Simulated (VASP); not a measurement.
# HF in VASP: a series of runs

HF is run at these levels: r2SCAN+D3(BJ); tasks: single point.

Program: VASP 6.6.1. These are calculated values, not measurements. Logs are shortened: lines on timing, memory, paths and dates and some standing lists are left out, and cuts for length are marked.

## Step 1: The cell of the first run

The cell holds a disordered packing, 16 atoms: a = 6.688 Å, b = 6.688 Å, c = 6.688 Å, α = 90.00°, β = 90.00°, γ = 90.00°.

## Step 2: Single point, r2SCAN+D3(BJ)

POSCAR reads:

```
HF
1.0
    6.6883740000      0.0000000000      0.0000000000
    0.0000000000      6.6883740000      0.0000000000
    0.0000000000      0.0000000000      6.6883740000
F H
8 8
Direct
    0.1476891095      0.2010802626      0.7148374179
    0.7826117379      0.1316313950      0.9016242214
    0.0042162714      0.7196068880      0.3446129059
    0.7920310676      0.6654233151      0.6564375736
    0.0949408631      0.9733307378      1.0621714635
    0.5082401193      0.3011793300      0.5577439300
    0.5055787849      0.8816941158      0.7349170366
    0.7249893621      0.2842992931      0.2453062583
    0.2740277383      0.1948605147      0.6487824993
    0.6848151733      0.0869867624      0.8140394063
    0.0115573681      0.8221878741      0.2459790676
    0.8677893910      0.6873718485      0.5417460208
    0.1138841817      1.0136544398      0.9281628091
    0.5640683371      0.2964397625      0.4284598917
    0.5793934370      0.7629358047      0.7008579365
    0.7124900611      0.2423608488      0.1069617219
```

INCAR.step1 reads:

```
PREC = Accurate ; ENCUT = 520
ISMEAR = -1 ; SIGMA = 0.02
LREAL = Auto ; LASPH = True
NELM = 80 ; NBANDS = 46
GGA = PE ; ALGO = Normal
EDIFF = 1E-4 ; LWAVE = True
LCHARG = False
```

INCAR.step2 reads:

```
PREC = Accurate ; ENCUT = 520
EDIFF = 1E-7 ; ISMEAR = -1
SIGMA = 0.02 ; LREAL = Auto
LASPH = True ; NELM = 80
ALGO = Normal ; ISIF = 2
LWAVE = False ; LCHARG = True
METAGGA = R2SCAN ; LMIXTAU = True
IVDW = 12 ; VDW_S6 = 1.0
VDW_S8 = 0.78981345 ; VDW_A1 = 0.49484001
VDW_A2 = 5.73083694 ; LELF = True
LVHAR = True ; NBANDS = 46
ISTART = 1
```

KPOINTS reads:

```
regular mesh
0
Gamma
  1 1 1
```

Potentials or basis: VASP PAW PBE potentials, release 64 (F, H).

The run is started by

```bash
cat potpaw_PBE.64/F/POTCAR potpaw_PBE.64/H/POTCAR > POTCAR
cp INCAR.step1 INCAR
mpirun -np 1 vasp_gam > vasp.out
cp INCAR.step2 INCAR
mpirun -np 1 vasp_gam > vasp.out
```

OUTCAR:

```text
PREC = Accurate
   ENCUT = 520
   EDIFF = 1E-7
   ISMEAR = -1
   LREAL = Auto
   LASPH = True
   NELM = 80
   ISIF = 2
   METAGGA = R2SCAN
   IVDW = 12
   ISTART = 1
 IVDW          = 12

 ion  position               nearest neighbor table
   1  0.148  0.201  0.715-   9 0.95
   2  0.783  0.132  0.902-  10 0.93
   3  0.004  0.720  0.345-  11 0.95
   4  0.792  0.665  0.656-  12 0.93
   5  0.095  0.973  0.062-  13 0.94
   6  0.508  0.301  0.558-  14 0.94
[... 8 lines left out ...]
  15  0.579  0.763  0.701-   7 0.96
  16  0.712  0.242  0.107-   8 0.97

  LATTYP: Found a simple cubic cell.
 ALAT       =     6.6883740000

  Lattice vectors:

 A1 = (   6.6883740000,   0.0000000000,   0.0000000000)
 A2 = (   0.0000000000,   6.6883740000,   0.0000000000)
 A3 = (   0.0000000000,   0.0000000000,   6.6883740000)

Analysis of symmetry for initial positions (statically):
=====================================================================
 Subroutine PRICEL returns:
 Original cell was already a primitive cell.

 Routine SETGRP: Setting up the symmetry group for a
 simple cubic supercell.

 Subroutine GETGRP returns: Found  1 space group operations
 (whereof  1 operations were pure point group operations)
 out of a pool of 48 trial point group operations.

The static configuration has the point symmetry C_1 .

Analysis of symmetry for dynamics (positions and initial velocities):
=====================================================================
 Subroutine PRICEL returns:
 Original cell was already a primitive cell.

 Routine SETGRP: Setting up the symmetry group for a
 simple cubic supercell.

 Subroutine GETGRP returns: Found  1 space group operations
 (whereof  1 operations were pure point group operations)
 out of a pool of 48 trial point group operations.

The dynamic configuration has the point symmetry C_1 .

 Subroutine INISYM returns: Found  1 space group operations
 (whereof  1 operations are pure point group operations),
 and found     1 'primitive' translations

----------------------------------------------------------------------------------------

                                     Primitive cell

  volume of cell :     299.2000

  direct lattice vectors                    reciprocal lattice vectors
     6.688374000  0.000000000  0.000000000     0.149513170  0.000000000  0.000000000
     0.000000000  6.688374000  0.000000000     0.000000000  0.149513170  0.000000000
     0.000000000  0.000000000  6.688374000     0.000000000  0.000000000  0.149513170

  length of vectors
     6.688374000  6.688374000  6.688374000     0.149513170  0.149513170  0.149513170

  position of ions in fractional coordinates (direct lattice)
     0.147689109  0.201080263  0.714837418
     0.782611738  0.131631395  0.901624221
     0.004216271  0.719606888  0.344612906
     0.792031068  0.665423315  0.656437574
     0.094940863  0.973330738  0.062171464
     0.508240119  0.301179330  0.557743930
[... 8 lines left out ...]
     0.579393437  0.762935805  0.700857937
     0.712490061  0.242360849  0.106961722

  ion indices of the primitive-cell ions
   primitive index   ion index
                 1           1
                 2           2
                 3           3
                 4           4
                 5           5
                 6           6
[... 8 lines left out ...]
                15          15
                16          16

----------------------------------------------------------------------------------------

 KPOINTS: regular mesh

Automatic generation of k-mesh.
 Grid dimensions read from file:
 generate k-points for:    1    1    1

 Generating k-lattice:

  Cartesian coordinates                     Fractional coordinates (reciprocal lattice)
     0.149513170  0.000000000  0.000000000     1.000000000  0.000000000  0.000000000
     0.000000000  0.149513170  0.000000000     0.000000000  1.000000000  0.000000000
     0.000000000  0.000000000  0.149513170     0.000000000  0.000000000  1.000000000

  Length of vectors
     0.149513170  0.149513170  0.149513170

  Shift w.r.t. Gamma in fractional coordinates (k-lattice)
     0.000000000  0.000000000  0.000000000

 Subroutine IBZKPT returns following result:
 ===========================================

 Found      1 irreducible k-points:

 Following reciprocal coordinates:
            Coordinates               Weight
  0.000000  0.000000  0.000000      1.000000
   k-points           NKPTS =      1   k-points in BZ     NKDIM =      1   number of bands    NBANDS=     46
   number of dos      NEDOS =    301   number of ions     NIONS =     16
   total plane-waves  NPLWV = 125000
   dimension x,y,z NGX =    50 NGY =   50 NGZ =   50
   dimension x,y,z NGXF=   100 NGYF=  100 NGZF=  100
   ions per type =               8   8
   NGX,Y,Z   is equivalent  to a cutoff of  12.43, 12.43, 12.43 a.u.
   NGXF,Y,Z  is equivalent  to a cutoff of  24.86, 24.86, 24.86 a.u.
 SYSTEM =  unknown system
   PREC   = accura    normal or accurate (medium, high low for compatibility)
   ISTART =      1    job   : 0-new  1-cont  2-samecut
   ICHARG =      0    charge: 1-file 2-atom 10-const
   ISPIN  =      1    spin polarized calculation?
   LNONCOLLINEAR =      F non collinear calculations
   LSORBIT =      F    spin-orbit coupling
   LASPH  =      T    aspherical Exc in radial PAW
   ENCUT  =  520.0 eV  38.22 Ry    6.18 a.u.  12.44 12.44 12.44*2*pi/ulx,y,z
   NELM   =     80;   NELMIN=  2; NELMDL=  0     # of ELM steps
   EDIFF  = 0.1E-06   stopping-criterion for ELM
   LREAL  =      T    real-space projection
   EDIFFG = 0.1E-05   stopping-criterion for IOM
   NSW    =      0    number of steps for IOM
   IBRION =     -1    ionic relax: 0-MD 1-quasi-New 2-CG
   NFREE  =      0    steps in history (QN), initial steepest desc. (CG)
   ISIF   =      2    stress and relaxation
   ISYM   =      2    0-nonsym 1-usesym 2-fastsym
   POTIM  = 0.5000    time-step for ionic-motion
   TEBEG  =    0.0;   TEEND  =   0.0 temperature during run
   PSTRESS=    0.0 pullay stress
   NELECT =      64.0000    total number of electrons
   NUPDOWN=      -1.0000    fix difference up-down
   EMIN   =  10.00;   EMAX   =-10.00  energy-range for DOS
   EFERMI =   0.00;   METHOD = LEGACY
   ISMEAR =    -1;   SIGMA  =   0.02  broadening in eV -4-tet -1-fermi 0-gaus
   EFERMI_NEDOS =   21; number of points for ismear=-14 and -15
   IALGO  =     38    algorithm
   IMIX   =      4    mixing-type and parameters
     AMIX     =   0.40;   BMIX     =  1.00
     AMIX_MAG =   1.60;   BMIX_MAG =  1.00
  volume/ion in A,a.u.               =      18.70       126.19
  Fermi-wavevector in a.u.,A,eV,Ry     =   0.979071  1.850176 13.042278  0.958580
  Thomas-Fermi vector in A             =   2.109896
   LORBIT       =      0    0 simple, 1 ext, 2 COOP (PROOUT), +10 PAW based schemes
   METAGGA = R2SCAN    functional components
   LHFCALC =     F    Hartree Fock is set to
   AEXX    =    0.0000 exact exchange contribution
   IVDW    =    12    specifies the selected vdW correction
   LEPSILON=     F    determine dielectric tensor
   LRPA    =     F    only Hartree local field effects (RPA)
 non-spin polarized calculation
  energy-cutoff  :      520.00
  volume of cell :      299.20
 maximum number of plane-waves:      4061
 NGX is ok and might be reduce to    50
   NGX = 25   NGY = 25   NGZ = 25

 number of electron      64.0000050 magnetization

 Free energy of the ion-electron system (eV)
  ---------------------------------------------------
  ext. energy  EPLUGINS =         0.00000000
  ---------------------------------------------------
  free energy    TOTEN  =       -76.99141365 eV

  energy without entropy =      -76.99141365  energy(sigma->0) =      -76.99141365

 E-fermi :  -7.5765     XC(G=0):  -5.0245

 val. band max:       -8.1014524861   @ k =   0.0000   0.0000   0.0000
 cond. band min:       0.2449794859   @ k =   0.0000   0.0000   0.0000
 fundamental gap:      8.3464319720
 Fermi energy:        -7.5764754912

 k-point     1 :       0.0000    0.0000    0.0000
  band No.  band energies     occupation
      1     -30.6566      2.00000
      2     -30.4304      2.00000
      3     -30.1289      2.00000
      4     -30.0983      2.00000
      5     -29.8864      2.00000
      6     -29.7366      2.00000
[... 36 lines left out ...]
     43       6.3822      0.00000
     44       6.7377      0.00000
 [bands above 44 left out]

------------------------ aborting loop because EDIFF is reached ----------------------------------------

 Edisp (eV)   -0.13085

 E8    (eV) :    -0.0181

  FORCE on cell =-STRESS in cart. coord.  units (eV):
  Direction    XX          YY          ZZ          XY          YZ          ZX
  --------------------------------------------------------------------------------------
  -------------------------------------------------------------------------------------
  Total      -0.77789    -2.11432    -1.65173    -0.24699     0.35779     0.66870
  in kB      -4.16550   -11.32190    -8.84481    -1.32262     1.91593     3.58082
  external pressure =       -8.11 kB  Pullay stress =        0.00 kB

 VOLUME and BASIS-vectors are now :
 -----------------------------------------------------------------------------
  energy-cutoff  :      520.00
  volume of cell :      299.20
      direct lattice vectors                 reciprocal lattice vectors
     6.688374000  0.000000000  0.000000000     0.149513170  0.000000000  0.000000000
     0.000000000  6.688374000  0.000000000     0.000000000  0.149513170  0.000000000
     0.000000000  0.000000000  6.688374000     0.000000000  0.000000000  0.149513170

 POSITION                                       TOTAL-FORCE (eV/Angst)
 -----------------------------------------------------------------------------------
      0.98780      1.34490      4.78110         0.657214     -0.443152     -0.110569
      5.23440      0.88040      6.03040         0.219546      0.521748      0.570523
      0.02820      4.81300      2.30490        -0.068375      0.276671     -0.153203
      5.29740      4.45060      4.39050        -0.535144     -0.377958      0.922974
      0.63500      6.51000      0.41583         0.285630     -0.089884      0.110708
      3.39930      2.01440      3.73040        -0.440299     -0.114149      0.464568
[... 8 lines left out ...]
      3.87520      5.10280      4.68760         0.089658      0.681211      0.068395
      4.76540      1.62100      0.71540         0.388561      0.050887      0.734101
 -----------------------------------------------------------------------------------
    total drift:                               -0.000226      0.002264     -0.003206

  FREE ENERGIE OF THE ION-ELECTRON SYSTEM (eV)
  ---------------------------------------------------
  free  energy   TOTEN  =       -77.1222622835 eV

  energy  without entropy=      -77.1222622835  energy(sigma->0) =      -77.12226228
```

It took 2.1 min on 1 thread of Intel Xeon Platinum 8259CL at 2.50GHz (Skylake/Cascade Lake), shared host; peak memory 0.35 GiB.

Results:

```
Free energy                : -77.1223 eV
Pressure                   : -0.8 GPa
Largest force              : 1.247 eV/Å
Dispersion energy per atom : -0.008 eV
```

Forces on the atoms (eV/Å):
```
F    0.657 -0.443 -0.111
F    0.220  0.522  0.571
F   -0.068  0.277 -0.153
F   -0.535 -0.378  0.923
F    0.286 -0.090  0.111
F   -0.440 -0.114  0.465
F   -0.006 -0.171 -0.017
F   -0.349 -0.133 -0.715
H   -0.417  0.269  0.196
H   -0.780 -0.550 -0.657
H    0.100 -0.266  0.077
H    0.619  0.211 -1.062
H   -0.166  0.214 -0.011
H    0.403 -0.078 -0.418
H    0.090  0.681  0.068
H    0.389  0.051  0.734
```

Stress tensor (GPa, compression positive):
```
-0.42 -0.13  0.36
-0.13 -1.13  0.19
 0.36  0.19 -0.88
```

Caveat: the k points lie up to 0.94 Å⁻¹ apart, too coarse for converged energies, forces and pressures; the atoms stand as in a frame of molecular dynamics; the PAW data sets were made with another functional, which shifts forces and pressure a little.

## Step 3: Single point, r2SCAN+D3(BJ)

POSCAR reads:

```
HF
1.0
    6.6883740000      0.0000000000      0.0000000000
    0.0000000000      6.6883740000      0.0000000000
    0.0000000000      0.0000000000      6.6883740000
F H
8 8
Direct
    0.1422931459      0.1973936070      0.6969286746
    0.7609128011      0.1167225724      0.9072527944
    0.0082662980      0.7163838274      0.3499772920
    0.7830481680      0.6764597161      0.6495871368
    0.0971217695      0.9451592367      1.0577114773
    0.4839497036      0.3192557147      0.5318834765
    0.5132892702      0.9174816348      0.7246429097
    0.7430186405      0.2613023061      0.2583046174
    0.2649004689      0.2228313319      0.6337279538
    0.6567145896      0.0493673856      0.8325935288
    0.0244905064      0.8083319348      0.2430486785
    0.8652858042      0.6988358133      0.5348720934
    0.0226272550      1.0116009285      0.9587856846
    0.5718538409      0.2896847760      0.4249233055
    0.5956993657      0.8090815891      0.6814421680
    0.7305867726      0.2155988257      0.1247476087
```

INCAR.step1 reads:

```
PREC = Accurate
ENCUT = 1110
ISMEAR = -1
SIGMA = 0.02
LREAL = Auto
LASPH = T
NELM = 120
NBANDS = 46
GGA = PE
ALGO = Normal
EDIFF = 1E-5
LWAVE = T
LCHARG = F
GGA_COMPAT = F
```

INCAR.step2 reads:

```
PREC = Accurate
ENCUT = 1110
EDIFF = 1E-6
ISMEAR = -1
SIGMA = 0.02
LREAL = Auto
LASPH = T
NELM = 120
ALGO = Normal
ISIF = 2
LWAVE = F
LCHARG = F
METAGGA = R2SCAN
LMIXTAU = T
IVDW = 12
VDW_S6 = 1.0
VDW_S8 = 0.78981345
VDW_A1 = 0.49484001
VDW_A2 = 5.73083694
NBANDS = 46
ISTART = 1
GGA_COMPAT = F
```

KPOINTS is that of step 2.

Potentials or basis: VASP PAW PBE potentials, release 64 (F_h, H_h).

The run is started by

```bash
cat potpaw_PBE.64/F_h/POTCAR potpaw_PBE.64/H_h/POTCAR > POTCAR
cp INCAR.step1 INCAR
mpirun -np 1 vasp_gam > vasp.out
cp INCAR.step2 INCAR
mpirun -np 1 vasp_gam > vasp.out
```

Wall time 3.5 min (1 thread of Intel Xeon Platinum 8488C (Sapphire Rapids), shared host); peak memory 1 GiB.

It converged, with:

```yaml
Free_energy: -77.9684 eV
Pressure: -0.7 GPa
Largest_force: 0.277 eV/Å
Dispersion_energy_per_atom: -0.008 eV
```

Forces in eV/Å, atoms in the order of the input:
```
F    0.065 -0.064 -0.003
F    0.025  0.077  0.099
F   -0.030  0.011 -0.016
F   -0.006  0.063 -0.147
F   -0.036  0.021 -0.031
F   -0.040 -0.023  0.016
F   -0.067  0.125  0.046
F   -0.061 -0.001  0.017
H   -0.058  0.016  0.005
H   -0.058 -0.072 -0.015
H   -0.001  0.026  0.003
H   -0.021 -0.026  0.010
H    0.046 -0.018  0.051
H   -0.020  0.013  0.014
H    0.252 -0.112 -0.024
H    0.009 -0.035 -0.026
```

Stress tensor (GPa, compression positive):
```
-0.75 -0.17  0.25
-0.17 -0.43  0.24
 0.25  0.24 -0.93
```

Levels at points of the mesh, in eV from the Fermi level:
| k point | band 29 | band 30 | band 31 | band 32 | band 33 | band 34 | band 35 | band 36 |
| --- | --- | --- | --- | --- | --- | --- | --- | --- |
| (0.00, 0.00, 0.00) | -1.23 | -1.18 | -0.59 | -0.56 | 7.42 | 10.66 | 10.86 | 11.09 |

Caveat: the k points lie up to 0.94 Å⁻¹ apart, too coarse for converged energies, forces and pressures; the PAW data sets were made with another functional, which shifts forces and pressure a little.
